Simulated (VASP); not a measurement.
# InAs (I-4m2) in VASP: further runs

The runs below take InAs through single point, with PBEsol.

All numbers are computed with VASP 6.6.1; they aren't measurements. Logs are shortened: lines on timing, memory, paths and dates and some standing lists are left out, and cuts for length are marked.

### 1 The cell of the first run

Symmetry: I-4m2, No. 119, tetragonal system. The conventional cell has a = 4.515 Å, b = 4.515 Å, c = 5.427 Å, α = 90.00°, β = 90.00°, γ = 90.00°. Within 3.5 Å of In (site symmetry -4m2) lie 4 As at 2.63 Å. As (site symmetry -4m2) has 4 In at 2.63 Å within 3.5 Å.

### 2 Single point, PBEsol

File INCAR:

```
SYSTEM = InAs
PREC = Accurate
ENCUT = 520
EDIFF = 1E-7
ISMEAR = 0
SIGMA = 0.15
LREAL = .False.
LASPH = .True.
NELM = 100
ALGO = Normal
ISIF = 2
LWAVE = .False.
LCHARG = .False.
GGA = PS
NBANDS = 16
```

File KPOINTS:

```
Automatic mesh
0
Gamma
  16 16 16
  0 0 0
```

File POSCAR:

```
InAs
1.0
    0.0000000000      3.1923375885      2.7134869503
    3.1923375885      0.0000000000      2.7134869503
    3.1923375885      3.1923375885      0.0000000000
In As
1 1
Direct
    0.0000000000      0.0000000000      0.0000000000
    0.7500000000      0.7500000000      0.7500000000
```

Potentials or basis: VASP PAW PBE potentials, release 64 (In_d, As).

Command:

```console
$ cat potpaw_PBE.64/In_d/POTCAR potpaw_PBE.64/As/POTCAR > POTCAR
$ mpirun -np 1 vasp_std > vasp.out
```

OUTCAR:

```text
SYSTEM = InAs
   PREC = Accurate
   ENCUT = 520
   EDIFF = 1E-7
   ISMEAR = 0
   LREAL = .False.
   LASPH = .True.
   NELM = 100
   ISIF = 2
   GGA = PS

 ion  position               nearest neighbor table
   1  0.000  0.000  0.000-   2 2.63   2 2.63   2 2.63   2 2.63
   2  0.750  0.750  0.750-   1 2.63   1 2.63   1 2.63   1 2.63

  LATTYP: Found a body centered tetragonal cell.
 ALAT       =     4.5146471133
 C/A-ratio  =     1.2020815281

  Lattice vectors:

 A1 = (   0.0000000000,  -3.1923375885,  -2.7134869503)
 A2 = (   0.0000000000,   3.1923375885,  -2.7134869503)
 A3 = (   3.1923375885,   0.0000000000,   2.7134869503)

Analysis of symmetry for initial positions (statically):
=====================================================================
 Subroutine PRICEL returns:
 Original cell was already a primitive cell.

 Routine SETGRP: Setting up the symmetry group for a
 body centered tetragonal supercell.

 Subroutine GETGRP returns: Found  8 space group operations
 (whereof  8 operations were pure point group operations)
 out of a pool of 16 trial point group operations.

The static configuration has the point symmetry D_2d.

Analysis of symmetry for dynamics (positions and initial velocities):
=====================================================================
 Subroutine PRICEL returns:
 Original cell was already a primitive cell.

 Routine SETGRP: Setting up the symmetry group for a
 body centered tetragonal supercell.

 Subroutine GETGRP returns: Found  8 space group operations
 (whereof  8 operations were pure point group operations)
 out of a pool of 16 trial point group operations.

The dynamic configuration has the point symmetry D_2d.

 Subroutine INISYM returns: Found  8 space group operations
 (whereof  8 operations are pure point group operations),
 and found     1 'primitive' translations

----------------------------------------------------------------------------------------

                                     Primitive cell

  volume of cell :      55.3064

  direct lattice vectors                    reciprocal lattice vectors
     0.000000000  3.192337589  2.713486950    -0.156625039  0.156625039  0.184264752
     3.192337589  0.000000000  2.713486950     0.156625039 -0.156625039  0.184264752
     3.192337589  3.192337589  0.000000000     0.156625039  0.156625039 -0.184264752

  length of vectors
     4.189753061  4.189753061  4.514647113     0.288125502  0.288125502  0.288125502

  position of ions in fractional coordinates (direct lattice)
     0.000000000  0.000000000  0.000000000
     0.750000000  0.750000000  0.750000000

  ion indices of the primitive-cell ions
   primitive index   ion index
                 1           1
                 2           2

----------------------------------------------------------------------------------------

 KPOINTS: Automatic mesh

Automatic generation of k-mesh.
 Grid dimensions read from file:
 generate k-points for:   16   16   16

 Generating k-lattice:

  Cartesian coordinates                     Fractional coordinates (reciprocal lattice)
    -0.009789065  0.009789065  0.011516547     0.062500000  0.000000000  0.000000000
     0.009789065 -0.009789065  0.011516547     0.000000000  0.062500000  0.000000000
     0.009789065  0.009789065 -0.011516547     0.000000000  0.000000000  0.062500000

  Length of vectors
     0.018007844  0.018007844  0.018007844

  Shift w.r.t. Gamma in fractional coordinates (k-lattice)
     0.000000000  0.000000000  0.000000000

 Subroutine IBZKPT returns following result:
 ===========================================

 Found    349 irreducible k-points:

 Following reciprocal coordinates:
            Coordinates               Weight
  0.000000  0.000000  0.000000      1.000000
  0.062500  0.000000  0.000000      8.000000
  0.125000  0.000000  0.000000      8.000000
  0.187500  0.000000  0.000000      8.000000
  0.250000  0.000000  0.000000      8.000000
  0.312500  0.000000  0.000000      8.000000
[... 16 lines left out ...]
 -0.125000  0.062500  0.000000      8.000000
 -0.062500  0.062500  0.000000      4.000000
 [... further k-points ...]
   k-points           NKPTS =    349   k-points in BZ     NKDIM =    349   number of bands    NBANDS=     16
   number of dos      NEDOS =    301   number of ions     NIONS =      2
   total plane-waves  NPLWV =  36864
   dimension x,y,z NGX =    32 NGY =   32 NGZ =   36
   dimension x,y,z NGXF=    64 NGYF=   64 NGZF=   72
   ions per type =               1   1
   NGX,Y,Z   is equivalent  to a cutoff of  12.70, 12.70, 13.26 a.u.
   NGXF,Y,Z  is equivalent  to a cutoff of  25.39, 25.39, 26.51 a.u.
 SYSTEM =  InAs
   PREC   = accura    normal or accurate (medium, high low for compatibility)
   ISTART =      0    job   : 0-new  1-cont  2-samecut
   ICHARG =      2    charge: 1-file 2-atom 10-const
   ISPIN  =      1    spin polarized calculation?
   LNONCOLLINEAR =      F non collinear calculations
   LSORBIT =      F    spin-orbit coupling
   LASPH  =      T    aspherical Exc in radial PAW
   ENCUT  =  520.0 eV  38.22 Ry    6.18 a.u.   7.79  7.79  8.39*2*pi/ulx,y,z
   NELM   =    100;   NELMIN=  2; NELMDL= -5     # of ELM steps
   EDIFF  = 0.1E-06   stopping-criterion for ELM
   LREAL  =      F    real-space projection
   EDIFFG = 0.1E-05   stopping-criterion for IOM
   NSW    =      0    number of steps for IOM
   IBRION =     -1    ionic relax: 0-MD 1-quasi-New 2-CG
   NFREE  =      0    steps in history (QN), initial steepest desc. (CG)
   ISIF   =      2    stress and relaxation
   ISYM   =      2    0-nonsym 1-usesym 2-fastsym
   POTIM  = 0.5000    time-step for ionic-motion
   TEBEG  =    0.0;   TEEND  =   0.0 temperature during run
   PSTRESS=    0.0 pullay stress
   NELECT =      18.0000    total number of electrons
   NUPDOWN=      -1.0000    fix difference up-down
   EMIN   =  10.00;   EMAX   =-10.00  energy-range for DOS
   EFERMI =   0.00;   METHOD = LEGACY
   ISMEAR =     0;   SIGMA  =   0.15  broadening in eV -4-tet -1-fermi 0-gaus
   EFERMI_NEDOS =   21; number of points for ismear=-14 and -15
   IALGO  =     38    algorithm
   IMIX   =      4    mixing-type and parameters
     AMIX     =   0.40;   BMIX     =  1.00
     AMIX_MAG =   1.60;   BMIX_MAG =  1.00
  volume/ion in A,a.u.               =      27.65       186.61
  Fermi-wavevector in a.u.,A,eV,Ry     =   1.126092  2.128005 17.253320  1.268083
  Thomas-Fermi vector in A             =   2.262772
   LORBIT       =      0    0 simple, 1 ext, 2 COOP (PROOUT), +10 PAW based schemes
   GGA     = PS    functional components
   LHFCALC =     F    Hartree Fock is set to
   AEXX    =    0.0000 exact exchange contribution
   IVDW    =     0    specifies the selected vdW correction
   LEPSILON=     F    determine dielectric tensor
   LRPA    =     F    only Hartree local field effects (RPA)
 non-spin polarized calculation
 Gauss-broadening in eV      SIGMA  =   0.15
  energy-cutoff  :      520.00
  volume of cell :       55.31
 maximum number of plane-waves:      1522
   NGX = 15   NGY = 15   NGZ = 17

 number of electron      17.9999999 magnetization

 Free energy of the ion-electron system (eV)
  ---------------------------------------------------
  ext. energy  EPLUGINS =         0.00000000
  ---------------------------------------------------
  free energy    TOTEN  =        -8.40533256 eV

  energy without entropy =       -8.40523561  energy(sigma->0) =       -8.40528408

 E-fermi :   4.7311     XC(G=0):  -9.3081

 val. band max:        4.6095920345   @ k =   0.0625   0.0000   0.0625
 cond. band min:       4.7516650980   @ k =   0.0000   0.0000   0.0000
 fundamental gap:      0.1420730635
 Fermi energy:         4.7311249839

 k-point     1 :       0.0000    0.0000    0.0000
  band No.  band energies     occupation
      1      -9.9832      2.00000
      2      -9.9832      2.00000
      3      -9.9358      2.00000
      4      -9.8702      2.00000
      5      -9.8410      2.00000
      6      -7.4606      2.00000
[... 8 lines left out ...]
     15      12.7335      0.00000
     16      13.7584      0.00000

 k-point     2 :       0.0625    0.0000    0.0000
  band No.  band energies     occupation
      1      -9.9857      2.00000
      2      -9.9816      2.00000
      3      -9.9375      2.00000
      4      -9.8700      2.00000
      5      -9.8406      2.00000
      6      -7.4199      2.00000
[... 8 lines left out ...]
     15      12.5242      0.00000
     16      13.3319      0.00000

 k-point     3 :       0.1250    0.0000    0.0000
  band No.  band energies     occupation
      1      -9.9948      2.00000
      2      -9.9773      2.00000
      3      -9.9398      2.00000
      4      -9.8699      2.00000
      5      -9.8391      2.00000
      6      -7.2999      2.00000
[... 8 lines left out ...]
     15      12.3504      0.00000
     16      13.2133      0.00000

 k-point     4 :       0.1875    0.0000    0.0000
  band No.  band energies     occupation
      1     -10.0119      2.00000
      2      -9.9714      2.00000
      3      -9.9389      2.00000
      4      -9.8698      2.00000
      5      -9.8363      2.00000
      6      -7.1083      2.00000
[... 8 lines left out ...]
     15      12.3443      0.00000
     16      13.8751      0.00000
[... 324 lines left out ...]
 k-point    22 :      -0.1875    0.0625    0.0000
  band No.  band energies     occupation
      1     -10.0244      2.00000
      2      -9.9692      2.00000
      3      -9.9299      2.00000
      4      -9.8668      2.00000
      5      -9.8376      2.00000
      6      -7.0244      2.00000
[... 8 lines left out ...]
     15      12.1490      0.00000
     16      14.0635      0.00000

 k-point    23 :      -0.1250    0.0625    0.0000
  band No.  band energies     occupation
      1     -10.0073      2.00000
      2      -9.9753      2.00000
      3      -9.9312      2.00000
      4      -9.8674      2.00000
      5      -9.8399      2.00000
      6      -7.2285      2.00000
[... 8 lines left out ...]
     15      12.2951      0.00000
     16      13.1382      0.00000

 k-point    24 :      -0.0625    0.0625    0.0000
  band No.  band energies     occupation
      1      -9.9945      2.00000
      2      -9.9799      2.00000
      3      -9.9328      2.00000
      4      -9.8686      2.00000
      5      -9.8408      2.00000
      6      -7.3631      2.00000
[... 8 lines left out ...]
     15      12.2676      0.00000
     16      12.7798      0.00000

 [... further k-points ...]
[... 5 lines left out ...]
  --------------------------------------------------------------------------------------
  -------------------------------------------------------------------------------------
  Total       -0.2235991     -0.2235991      1.0928187      0.0000000      0.0000000      0.0000000
  in kB       -6.4774687     -6.4774687     31.6579892      0.0000000      0.0000000      0.0000000
  external PRESSURE =       6.2343506 kB  Pullay stress =       0.0000000 kB

 VOLUME and BASIS-vectors are now :
 -----------------------------------------------------------------------------
  energy-cutoff  :      520.00
  volume of cell :       55.31
      direct lattice vectors                 reciprocal lattice vectors
     0.000000000  3.192337589  2.713486950    -0.156625039  0.156625039  0.184264752
     3.192337589  0.000000000  2.713486950     0.156625039 -0.156625039  0.184264752
     3.192337589  3.192337589  0.000000000     0.156625039  0.156625039 -0.184264752

 POSITION                                       TOTAL-FORCE (eV/Angst)
 -----------------------------------------------------------------------------------
      0.00000      0.00000      0.00000         0.000000      0.000000     -0.000000
      4.78851      4.78851      4.07023        -0.000000     -0.000000      0.000000
 -----------------------------------------------------------------------------------
    total drift:                               -0.000001     -0.000001      0.000005

  FREE ENERGIE OF THE ION-ELECTRON SYSTEM (eV)
  ---------------------------------------------------
  free  energy   TOTEN  =        -8.4053325563 eV

  energy  without entropy=       -8.4052356134  energy(sigma->0) =       -8.40528408
```

It took 2.5 min on 1 thread of Intel Xeon 6975P-C, shared host; peak memory 0.44 GiB.

What came out:

- Free energy: -8.4053 eV
- Pressure: 0.6 GPa
- Band gap on the k mesh: 0.14 eV, indirect (least direct gap 0.37 eV)

Stress tensor (GPa, compression positive):
```
-0.65  0.00  0.00
 0.00 -0.65  0.00
 0.00  0.00  3.17
```

Caveat: the PAW data sets were made with another functional, which shifts forces and pressure a little; spin-orbit coupling is left out, which moves the levels of the heavy elements. A k mesh can miss the band edges.

### 3 Single point, PBEsol

This run uses another cell than the first one, of the same volume but with other edges.

File INCAR:

```
  ALGO = Normal
  EDIFF = 1E-7
  ENCUT = 520
  GGA = PS
  ISIF = 2
  ISMEAR = 0
  LASPH = True
  LCHARG = True
  LELF = True
  LREAL = False
  LVHAR = True
  LWAVE = False
  NBANDS = 16
  NELM = 60
  PREC = Accurate
  SIGMA = 0.15
```

File KPOINTS:

```
k-points
0
Gamma
  16 16 16
```

File POSCAR:

```
InAs
1.0
    0.0000000000      2.9294374218      3.2223811640
    2.9294374218      0.0000000000      3.2223811640
    2.9294374218      2.9294374218      0.0000000000
In As
1 1
Direct
    0.0000000000      0.0000000000      0.0000000000
    0.7500000000      0.7500000000      0.7500000000
```

Potentials or basis: VASP PAW PBE potentials, release 64 (In_d, As).

Command:

```console
$ cat potpaw_PBE.64/In_d/POTCAR potpaw_PBE.64/As/POTCAR > POTCAR
$ mpirun -np 1 vasp_std > vasp.out
```

Run time: 89 s. Hardware: 1 thread of Intel Xeon 6975P-C (Granite Rapids), shared host; peak memory 0.43 GiB.

The run converged. Its results:

| Property | Result |
| --- | --- |
| Free energy | -8.4459 eV |
| Pressure | 1.0 GPa |
| Band gap on the k mesh | zero (filled and empty bands touch) |

Stress tensor (GPa, compression positive):
```
 2.36  0.00  0.00
 0.00  2.36  0.00
 0.00  0.00 -1.57
```

Levels at points of the mesh, in eV from the Fermi level:
| k point | band 6 | band 7 | band 8 | band 9 | band 10 | band 11 | band 12 | band 13 |
| --- | --- | --- | --- | --- | --- | --- | --- | --- |
| (0.00, 0.00, 0.00) | -12.17 | -0.67 | -0.64 | -0.13 | -0.13 | 3.54 | 3.54 | 3.73 |
| (0.50, 0.00, 0.00) | -10.69 | -6.10 | -1.63 | -0.95 | 0.45 | 4.17 | 4.64 | 6.48 |
| (0.50, 0.50, 0.00) | -10.34 | -6.53 | -2.26 | -2.26 | 1.48 | 2.24 | 8.17 | 8.87 |
| (0.50, 0.00, 0.50) | -10.05 | -5.98 | -2.81 | -2.77 | 1.00 | 1.41 | 8.22 | 8.87 |

Caveat: the PAW data sets were made with another functional, which shifts forces and pressure a little; spin-orbit coupling is left out, which moves the levels of the heavy elements.
